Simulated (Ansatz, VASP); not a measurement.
Si3Te: VASP beside Ansatz

Contents of INCAR:

```
PREC     = Accurate       # precision mode
ENCUT    = 500            # plane-wave cutoff, eV
EDIFF    = 1E-6           # SCF threshold, eV
ISMEAR   = 0              # smearing method
SIGMA    = 0.2            # smearing width, eV
LREAL    = False          # projectors in reciprocal space
LASPH    = True           # aspherical terms in the spheres
NELM     = 120            # most SCF steps
ALGO     = Normal         # electronic algorithm
ISIF     = 2              # what is computed and relaxed
LWAVE    = False          # write WAVECAR
LCHARG   = True           # write CHGCAR
GGA      = PE             # functional
LELF     = True           # ELF
LVHAR    = True         
NBANDS   = 28             # bands
GGA_COMPAT= False
```

KPOINTS

```
Automatic mesh
0
Gamma
  8 8 2
```

File POSCAR:

```
Si3Te
1.0
    3.0824348028      0.0000000000      0.0000000000
    0.0000000000      3.0824348028      0.0000000000
    0.0000000000      0.0000000000     17.3651834176
Si Te
6 2
Direct
    0.0000000000      0.0000000000      0.2500000000
    0.0000000000      0.0000000000      0.7500000000
    0.5000000000      0.5000000000      0.1708586782
    0.5000000000      0.5000000000      0.6708586782
    0.5000000000      0.5000000000      0.3291413218
    0.5000000000      0.5000000000      0.8291413218
    0.0000000000      0.0000000000      0.0000000000
    0.0000000000      0.0000000000      0.5000000000
```

Input for Ansatz:

```yaml
crystal:
  lattice:
    - [3.0824348028, 0.0, 0.0]
    - [0.0, 3.0824348028, 0.0]
    - [0.0, 0.0, 17.3651834176]
  atoms:
    - { symbol: Si, position: [0.0, 0.0, 0.25] }
    - { symbol: Si, position: [0.0, 0.0, 0.75] }
    - { symbol: Si, position: [0.5, 0.5, 0.1708586782] }
    - { symbol: Si, position: [0.5, 0.5, 0.6708586782] }
    - { symbol: Si, position: [0.5, 0.5, 0.3291413218] }
    - { symbol: Si, position: [0.5, 0.5, 0.8291413218] }
    - { symbol: Te, position: [0.0, 0.0, 0.0] }
    - { symbol: Te, position: [0.0, 0.0, 0.5] }
basis:
  ecutwfc: 420
kpoints:
  mp_grid: { grid: [8, 8, 2] }
hamiltonian:
  xc: pbe
scf:
  occupations: { method: gaussian, width: 0.2 }
  lower_state_search: "off"
output:
  forces: true
  stress: true
  eigenvalues: true
```

Alike in both runs: task single point; functional PBE; k mesh 8 × 8 × 2; occupations gaussian, width 0.2 eV; no spin polarisation.

|  | VASP | Ansatz |
| --- | --- | --- |
| version | VASP 6.6.1 | Ansatz 0.2.0 |
| potentials or method | VASP PAW PBE potentials, release 64 (Si, Te), cutoff 500 eV | scalar-relativistic, plane waves, PAW |
| valence electrons in the cell | 36 | 56 |

|  | VASP | Ansatz | Ansatz less VASP |
| --- | --- | --- | --- |
| gap on the k mesh at the Fermi level (eV) | none | none | - |
| pressure (GPa) | 0.3 | 0.4 | +0.05 |
| traceless stress, the component that is largest in VASP (GPa) | 0.71 | 0.70 | -0.006 |
| rms of the force components (eV/Å) | 0.067 | 0.069 | +0.0021 |

Atom by atom the forces differ by 0.002 eV/Å (rms over components). A gap of «none» marks a metal or a gap that the smearing closes. The functional is the same, so the differences come from potentials, cutoffs and numerics. VASP's potentials hold 36 valence electrons a cell and Ansatz's 56, so a difference there can come from the potentials and not from the codes.

Neither program's run includes spin-orbit coupling.
